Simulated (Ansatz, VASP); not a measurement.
**B3P2: VASP beside Ansatz**

```
B P
1.0
     3.04481   -0.02063    0.00969
     0.03233    4.54409   -0.01361
     1.51718    1.03762    4.73181
B P
3 2
Cartesian
  2.1798 4.5661 3.8845
  3.7080 5.1844 3.3954
  0.6555 3.1061 0.7622
  0.6408 1.4508 1.6206
  2.1878 4.5157 0.6684
```

Alike in both runs: functional PBE; k mesh 14 × 8 × 8; occupations gaussian, width 0.1 eV; no spin polarisation.

Ansatz relaxed the structure, and its values are those at the end. VASP's run is a single point on that final structure, the one shown.

```csv
,VASP,Ansatz
version,VASP 6.6.1,Ansatz 0.2.0
potentials or method,"VASP PAW PBE potentials, release 64 (B, P), cutoff 520 eV","scalar-relativistic, plane waves, PAW"
valence electrons in the cell,19,19
```

VASP gave:

| Quantity | Value |
| --- | --- |
| gap on the k mesh at the Fermi level (eV) | none |
| pressure (GPa) | -0.2 |
| rms of the force components (eV/Å) | 0.009 |

Problem. What did Ansatz give for the same quantities?

Solution. gap on the k mesh at the Fermi level (eV): none; pressure (GPa): 0.0; rms of the force components (eV/Å): 0.002.

A gap of «none» marks a metal or a gap that the smearing closes. With one functional, cell and mesh, what is left measures potentials, basis and numerics.
